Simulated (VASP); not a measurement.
# Cs2AgBiBr6 (Fm-3m) in VASP: further runs

Aim: see how the results for Cs2AgBiBr6 move with the level of theory and the settings. Levels: LDA, LDA+U, PBEsol+U. Tasks: relaxation of cell and atoms, single point.

All numbers are computed with VASP 6.6.1; they aren't measurements. Logs are shortened: lines on timing, memory, paths and dates and some standing lists are left out, and cuts for length are marked.

### Step 1. The cell of the first run

Symmetry: Fm-3m, No. 225, cubic system. Conventional cell: a = 11.232 Å, b = 11.232 Å, c = 11.232 Å, α = 90.00°, β = 90.00°, γ = 90.00°. Within 3.7 Å of Bi (site symmetry m-3m) lie 6 Br at 2.81 Å. Cs (site symmetry -43m) has 12 Br at 3.97 Å and 4 Bi at 4.86 Å and 4 Ag at 4.86 Å within 5.2 Å. Ag (site symmetry m-3m) has 6 Br at 2.80 Å within 3.7 Å. Within 3.7 Å of Br (site symmetry 4mm) lie 1 Ag at 2.80 Å and 1 Bi at 2.81 Å.

### Step 2. Relaxation of cell and atoms, LDA

INCAR

```
PREC = Accurate ; ENCUT = 600
EDIFF = 1E-6 ; ISMEAR = -1
SIGMA = 0.05 ; LREAL = F
LASPH = T ; NELM = 80
ALGO = Normal ; ISIF = 3
LWAVE = F ; LCHARG = F
IBRION = 2 ; NSW = 60
EDIFFG = -0.01
```

KPOINTS

```
Automatic mesh
0
Gamma
  4 4 4
```

POSCAR

```
Cs2AgBiBr6
1.0
    0.0000000000      5.6161000000      5.6161000000
    5.6161000000      0.0000000000      5.6161000000
    5.6161000000      5.6161000000      0.0000000000
Bi Cs Ag Br
1 2 1 6
Direct
    0.0000000000      0.0000000000      0.0000000000
    0.7500000000      0.7500000000      0.7500000000
    0.2500000000      0.2500000000      0.2500000000
    0.5000000000      0.5000000000      0.5000000000
    0.7494500000      0.7494500000      0.2505500000
    0.2505500000      0.2505500000      0.7494500000
    0.7494500000      0.2505500000      0.2505500000
    0.7494500000      0.2505500000      0.7494500000
    0.2505500000      0.7494500000      0.7494500000
    0.2505500000      0.7494500000      0.2505500000
```

Potentials or basis: VASP PAW LDA potentials, release 64 (Bi_d, Cs_sv, Ag, Br).

On the command line:

```
> cat potpaw_LDA.64/Bi_d/POTCAR potpaw_LDA.64/Cs_sv/POTCAR potpaw_LDA.64/Ag/POTCAR potpaw_LDA.64/Br/POTCAR > POTCAR
> mpirun -np 1 vasp_std > vasp.out
```

OUTCAR:

```text
PREC = Accurate
   ENCUT = 600
   EDIFF = 1E-6
   ISMEAR = -1
   LREAL = F
   LASPH = T
   NELM = 80
   ISIF = 3
   IBRION = 2
   NSW = 60
   EDIFFG = -0.01

 ion  position               nearest neighbor table
   1  0.000  0.000  0.000-   5 2.81   6 2.81   7 2.81   8 2.81   9 2.81  10 2.81
   2  0.750  0.750  0.750-
   3  0.250  0.250  0.250-
   4  0.500  0.500  0.500-   5 2.80   6 2.80   7 2.80   8 2.80   9 2.80  10 2.80
   5  0.749  0.749  0.251-   4 2.80   1 2.81
   6  0.251  0.251  0.749-   4 2.80   1 2.81
   7  0.749  0.251  0.251-   4 2.80   1 2.81
   8  0.749  0.251  0.749-   4 2.80   1 2.81
   9  0.251  0.749  0.749-   4 2.80   1 2.81
  10  0.251  0.749  0.251-   4 2.80   1 2.81

  LATTYP: Found a face centered cubic cell.
 ALAT       =    11.2322000000

  Lattice vectors:

 A1 = (   0.0000000000,   5.6161000000,   5.6161000000)
 A2 = (   5.6161000000,   0.0000000000,   5.6161000000)
 A3 = (   5.6161000000,   5.6161000000,   0.0000000000)

Analysis of symmetry for initial positions (statically):
=====================================================================
 Subroutine PRICEL returns:
 Original cell was already a primitive cell.

 Routine SETGRP: Setting up the symmetry group for a
 face centered cubic supercell.

 Subroutine GETGRP returns: Found 48 space group operations
 (whereof 48 operations were pure point group operations)
 out of a pool of 48 trial point group operations.

The static configuration has the point symmetry O_h .

Analysis of symmetry for dynamics (positions and initial velocities):
=====================================================================
 Subroutine PRICEL returns:
 Original cell was already a primitive cell.

 Routine SETGRP: Setting up the symmetry group for a
 face centered cubic supercell.

 Subroutine GETGRP returns: Found 48 space group operations
 (whereof 48 operations were pure point group operations)
 out of a pool of 48 trial point group operations.

The dynamic configuration has the point symmetry O_h .

 Subroutine INISYM returns: Found 48 space group operations
 (whereof 48 operations are pure point group operations),
 and found     1 'primitive' translations

----------------------------------------------------------------------------------------

                                     Primitive cell

  volume of cell :     354.2701

  direct lattice vectors                    reciprocal lattice vectors
     0.000000000  5.616100000  5.616100000    -0.089029754  0.089029754  0.089029754
     5.616100000  0.000000000  5.616100000     0.089029754 -0.089029754  0.089029754
     5.616100000  5.616100000  0.000000000     0.089029754  0.089029754 -0.089029754

  length of vectors
     7.942364788  7.942364788  7.942364788     0.154204057  0.154204057  0.154204057

  position of ions in fractional coordinates (direct lattice)
     0.000000000  0.000000000  0.000000000
     0.750000000  0.750000000  0.750000000
     0.250000000  0.250000000  0.250000000
     0.500000000  0.500000000  0.500000000
     0.749450000  0.749450000  0.250550000
     0.250550000  0.250550000  0.749450000
     0.749450000  0.250550000  0.250550000
     0.749450000  0.250550000  0.749450000
     0.250550000  0.749450000  0.749450000
     0.250550000  0.749450000  0.250550000

  ion indices of the primitive-cell ions
   primitive index   ion index
                 1           1
                 2           2
                 3           3
                 4           4
                 5           5
                 6           6
                 7           7
                 8           8
                 9           9
                10          10

----------------------------------------------------------------------------------------

 KPOINTS: Automatic mesh

Automatic generation of k-mesh.
 Grid dimensions read from file:
 generate k-points for:    4    4    4

 Generating k-lattice:

  Cartesian coordinates                     Fractional coordinates (reciprocal lattice)
    -0.022257438  0.022257438  0.022257438     0.250000000  0.000000000  0.000000000
     0.022257438 -0.022257438  0.022257438     0.000000000  0.250000000  0.000000000
     0.022257438  0.022257438 -0.022257438     0.000000000  0.000000000  0.250000000

  Length of vectors
     0.038551014  0.038551014  0.038551014

  Shift w.r.t. Gamma in fractional coordinates (k-lattice)
     0.000000000  0.000000000  0.000000000

 Subroutine IBZKPT returns following result:
 ===========================================

 Found      8 irreducible k-points:

 Following reciprocal coordinates:
            Coordinates               Weight
  0.000000  0.000000  0.000000      1.000000
  0.250000  0.000000  0.000000      8.000000
  0.500000  0.000000  0.000000      4.000000
  0.250000  0.250000  0.000000      6.000000
  0.500000  0.250000  0.000000     24.000000
 -0.250000  0.250000  0.000000     12.000000
  0.500000  0.500000  0.000000      3.000000
 -0.250000  0.500000  0.250000      6.000000
   k-points           NKPTS =      8   k-points in BZ     NKDIM =      8   number of bands    NBANDS=     51
   number of dos      NEDOS =    301   number of ions     NIONS =     10
   total plane-waves  NPLWV = 262144
   dimension x,y,z NGX =    64 NGY =   64 NGZ =   64
   dimension x,y,z NGXF=   128 NGYF=  128 NGZF=  128
   ions per type =               1   2   1   6
   NGX,Y,Z   is equivalent  to a cutoff of  13.40, 13.40, 13.40 a.u.
   NGXF,Y,Z  is equivalent  to a cutoff of  26.79, 26.79, 26.79 a.u.
 SYSTEM =  unknown system
   PREC   = accura    normal or accurate (medium, high low for compatibility)
   ISTART =      0    job   : 0-new  1-cont  2-samecut
   ICHARG =      2    charge: 1-file 2-atom 10-const
   ISPIN  =      1    spin polarized calculation?
   LNONCOLLINEAR =      F non collinear calculations
   LSORBIT =      F    spin-orbit coupling
   LASPH  =      T    aspherical Exc in radial PAW
   ENCUT  =  600.0 eV  44.10 Ry    6.64 a.u.  15.86 15.86 15.86*2*pi/ulx,y,z
   NELM   =     80;   NELMIN=  2; NELMDL= -5     # of ELM steps
   EDIFF  = 0.1E-05   stopping-criterion for ELM
   LREAL  =      F    real-space projection
   EDIFFG = -.1E-01   stopping-criterion for IOM
   NSW    =     60    number of steps for IOM
   IBRION =      2    ionic relax: 0-MD 1-quasi-New 2-CG
   NFREE  =      1    steps in history (QN), initial steepest desc. (CG)
   ISIF   =      3    stress and relaxation
   ISYM   =      2    0-nonsym 1-usesym 2-fastsym
   POTIM  = 0.5000    time-step for ionic-motion
   TEBEG  =    0.0;   TEEND  =   0.0 temperature during run
   PSTRESS=    0.0 pullay stress
   NELECT =      86.0000    total number of electrons
   NUPDOWN=      -1.0000    fix difference up-down
   EMIN   =  10.00;   EMAX   =-10.00  energy-range for DOS
   EFERMI =   0.00;   METHOD = LEGACY
   ISMEAR =    -1;   SIGMA  =   0.05  broadening in eV -4-tet -1-fermi 0-gaus
   EFERMI_NEDOS =   21; number of points for ismear=-14 and -15
   IALGO  =     38    algorithm
   IMIX   =      4    mixing-type and parameters
     AMIX     =   0.40;   BMIX     =  1.00
     AMIX_MAG =   1.60;   BMIX_MAG =  1.00
  volume/ion in A,a.u.               =      35.43       239.07
  Fermi-wavevector in a.u.,A,eV,Ry     =   1.021244  1.929871 14.190049  1.042939
  Thomas-Fermi vector in A             =   2.154858
   LORBIT       =      0    0 simple, 1 ext, 2 COOP (PROOUT), +10 PAW based schemes
   GGA     = CA    functional components
   LHFCALC =     F    Hartree Fock is set to
   AEXX    =    0.0000 exact exchange contribution
   IVDW    =     0    specifies the selected vdW correction
   LEPSILON=     F    determine dielectric tensor
   LRPA    =     F    only Hartree local field effects (RPA)
 conjugate gradient relaxation of ions
 non-spin polarized calculation
  energy-cutoff  :      600.00
  volume of cell :      354.27
 maximum number of plane-waves:     11858
   NGX = 31   NGY = 31   NGZ = 31

--------------------------------------- Ionic step        1  -------------------------------------------

 number of electron      85.9999996 magnetization

 Free energy of the ion-electron system (eV)
  ---------------------------------------------------
  ext. energy  EPLUGINS =         0.00000000
  ---------------------------------------------------
  free energy    TOTEN  =       -34.17140534 eV

  energy without entropy =      -34.17140311  energy(sigma->0) =      -34.17140422

------------------------ aborting loop because EDIFF is reached ----------------------------------------

  FORCE on cell =-STRESS in cart. coord.  units (eV):
  Direction    XX          YY          ZZ          XY          YZ          ZX
  --------------------------------------------------------------------------------------
  -------------------------------------------------------------------------------------
  Total       -3.0773035     -3.0773035     -3.0773035      0.0000000      0.0000000     -0.0000000
  in kB      -13.9170255    -13.9170255    -13.9170255      0.0000000      0.0000000     -0.0000000
  external PRESSURE =     -13.9170255 kB  Pullay stress =       0.0000000 kB
[... 205 lines left out ...]
  energy  without entropy=      -34.3320857907  energy(sigma->0) =      -34.33209083

--------------------------------------- Ionic step        6  -------------------------------------------

 number of electron      85.9999999 magnetization

 Free energy of the ion-electron system (eV)
  ---------------------------------------------------
  ext. energy  EPLUGINS =         0.00000000
  ---------------------------------------------------
  free energy    TOTEN  =       -34.33265464 eV

  energy without entropy =      -34.33264530  energy(sigma->0) =      -34.33264997

 E-fermi :   2.4280     XC(G=0):  -8.8317

 val. band max:        1.9538550398   @ k =   0.5000   0.5000   0.0000
 cond. band min:       2.9066010271   @ k =   0.5000   0.0000   0.0000
 fundamental gap:      0.9527459873
 Fermi energy:         2.4279849147

 k-point     1 :       0.0000    0.0000    0.0000
  band No.  band energies     occupation
      1     -21.2801      2.00000
      2     -21.2801      2.00000
      3     -21.2280      2.00000
      4     -21.2280      2.00000
      5     -21.2280      2.00000
      6     -18.9043      2.00000
[... 458 lines left out ...]
  FREE ENERGIE OF THE ION-ELECTRON SYSTEM (eV)
  ---------------------------------------------------
  free  energy   TOTEN  =       -34.3326546413 eV

  energy  without entropy=      -34.3326453042  energy(sigma->0) =      -34.33264997

 reached required accuracy - stopping structural energy minimisation
```

Wall time 9.4 min (1 thread of AMD EPYC 9R45 (Zen 5), shared host); peak memory 0.54 GiB.

Results:

```
Free energy                           : -34.3327 eV
Relaxed volume                        : 33.35 Å³/atom
Relaxed cell                          : a = 7.784 Å, b = 7.784 Å, c = 7.784 Å, α = 60.00°, β = 60.00°, γ = 60.00°
Space group after relaxing (to 0.1 Å) : Fm-3m (No. 225)
Energy gained by relaxing             : 16.1 meV/atom
Ionic steps                           : 6
Pressure after relaxing               : 0.0 GPa
Largest force after relaxing          : 0.004 eV/Å
Band gap on the k mesh                : 0.95 eV (least direct gap 2.28 eV)
```

Forces in eV/Å, atoms in the order of the input:
```
Bi   0.000  0.000  0.000
Cs   0.000  0.000  0.000
Cs   0.000  0.000  0.000
Ag   0.000  0.000  0.000
Br   0.000  0.000 -0.004
Br   0.000  0.000  0.004
Br   0.004  0.000  0.000
Br   0.000 -0.004  0.000
Br  -0.004  0.000  0.000
Br   0.000  0.004  0.000
```

The path:
```csv
step,energy change (eV),largest force (eV/Å),pressure (GPa),volume (Å³)
1,0.0000,0.3404,-1.39,354.27
2,-0.1161,0.3459,-0.25,338.72
3,-0.1290,0.3363,0.38,331.83
4,-0.1579,0.0980,0.20,331.84
5,-0.1607,0.0015,0.14,331.84
6,-0.1612,0.0038,-0.03,333.48
```

Final structure:
```
Bi Cs Ag Br
1.0
     0.00000    5.50405    5.50405
     5.50405    0.00000    5.50405
     5.50405    5.50405    0.00000
Bi Cs Ag Br
1 2 1 6
Direct
  0.00000 0.00000 0.00000
  0.75000 0.75000 0.75000
  0.25000 0.25000 0.25000
  0.50000 0.50000 0.50000
  0.74457 0.74457 0.25543
  0.25543 0.25543 0.74457
  0.74457 0.25543 0.25543
  0.74457 0.25543 0.74457
  0.25543 0.74457 0.74457
  0.25543 0.74457 0.25543
```

Caveat: spin-orbit coupling is left out, which moves the levels of the heavy elements.

### Step 3. Single point, LDA+U

INCAR

```
SYSTEM = Cs2AgBiBr6
PREC = Accurate
ENCUT = 630
EDIFF = 1E-6
ISMEAR = -1
SIGMA = 0.05
LREAL = .False.
LASPH = .True.
NELM = 200
ALGO = Normal
ISIF = 2
LWAVE = .False.
LCHARG = .False.
LMAXMIX = 4
LDAU = .True.
LDAUTYPE = 2
LDAUL = -1 -1 2 -1
LDAUU = 0 0 8 0
LDAUJ = 0 0 0 0
LDAUPRINT = 1
GGA = CA
NBANDS = 58
GGA_COMPAT = .False.
```

KPOINTS

```
Automatic mesh
0
Gamma
  4 4 4
  0 0 0
```

POSCAR is that of step 2.

Potentials or basis: VASP PAW LDA potentials, release 64 (Bi_d, Cs_sv, Ag_sv_GW, Br).

On the command line:

```
> cat potpaw_LDA.64/Bi_d/POTCAR potpaw_LDA.64/Cs_sv/POTCAR potpaw_LDA.64/Ag_sv_GW/POTCAR potpaw_LDA.64/Br/POTCAR > POTCAR
> mpirun -np 1 vasp_std > vasp.out
```

OUTCAR:

```text
SYSTEM = Cs2AgBiBr6
   PREC = Accurate
   ENCUT = 630
   EDIFF = 1E-6
   ISMEAR = -1
   LREAL = .False.
   LASPH = .True.
   NELM = 200
   ISIF = 2
   GGA = CA

 ion  position               nearest neighbor table
   1  0.000  0.000  0.000-   5 2.81   6 2.81   7 2.81   8 2.81   9 2.81  10 2.81
   2  0.750  0.750  0.750-
   3  0.250  0.250  0.250-
   4  0.500  0.500  0.500-
   5  0.749  0.749  0.251-   1 2.81
   6  0.251  0.251  0.749-   1 2.81
   7  0.749  0.251  0.251-   1 2.81
[... 725 lines left out ...]
  in kB      -12.4779110    -12.4779110    -12.4779110     -0.0000000      0.0000000     -0.0000000
  external PRESSURE =     -12.4779110 kB  Pullay stress =       0.0000000 kB

 VOLUME and BASIS-vectors are now :
 -----------------------------------------------------------------------------
  energy-cutoff  :      630.00
  volume of cell :      354.27
      direct lattice vectors                 reciprocal lattice vectors
     0.000000000  5.616100000  5.616100000    -0.089029754  0.089029754  0.089029754
     5.616100000  0.000000000  5.616100000     0.089029754 -0.089029754  0.089029754
     5.616100000  5.616100000  0.000000000     0.089029754  0.089029754 -0.089029754

 POSITION                                       TOTAL-FORCE (eV/Angst)
 -----------------------------------------------------------------------------------
      0.00000      0.00000      0.00000         0.000000     -0.000000      0.000000
      8.42415      8.42415      8.42415        -0.000000     -0.000000      0.000000
      2.80805      2.80805      2.80805         0.000000      0.000000      0.000000
      5.61610      5.61610      5.61610        -0.000000      0.000000      0.000000
      5.61610      5.61610      8.41797         0.000000      0.000000     -0.237708
      5.61610      5.61610      2.81423         0.000000      0.000000      0.237708
      2.81423      5.61610      5.61610         0.237708      0.000000      0.000000
      5.61610      8.41797      5.61610         0.000000     -0.237708      0.000000
      8.41797      5.61610      5.61610        -0.237708      0.000000      0.000000
      5.61610      2.81423      5.61610         0.000000      0.237708      0.000000
 -----------------------------------------------------------------------------------
    total drift:                                0.000000      0.000000      0.000000

  FREE ENERGIE OF THE ION-ELECTRON SYSTEM (eV)
  ---------------------------------------------------
  free  energy   TOTEN  =       -27.6698228211 eV

  energy  without entropy=      -27.6698227741  energy(sigma->0) =      -27.66982280
```

Run time: 5.8 min. Hardware: 1 thread of AMD EPYC 7R13 (Zen 3), shared host; peak memory 0.63 GiB.

What came out:

| Property | Result |
| --- | --- |
| Free energy | -27.6698 eV |
| Pressure | -1.2 GPa |
| Largest force | 0.238 eV/Å |
| Band gap on the k mesh | 1.53 eV (least direct gap 2.59 eV) |

Forces on the atoms (eV/Å):
```
Bi   0.000  0.000  0.000
Cs   0.000  0.000  0.000
Cs   0.000  0.000  0.000
Ag   0.000  0.000  0.000
Br   0.000  0.000 -0.238
Br   0.000  0.000  0.238
Br   0.238  0.000  0.000
Br   0.000 -0.238  0.000
Br  -0.238  0.000  0.000
Br   0.000  0.238  0.000
```

Eigenvalues of the final occupation matrices:
```csv
site,spin,trace,eigenvalues
site 4 d,1,4.41,0.88 0.88 0.88 0.88 0.88
site 4 d,2,4.41,0.88 0.88 0.88 0.88 0.88
```

Caveat: spin-orbit coupling is left out, which moves the levels of the heavy elements. A k mesh can miss the band edges.

(Continued in part 2 of 2.)
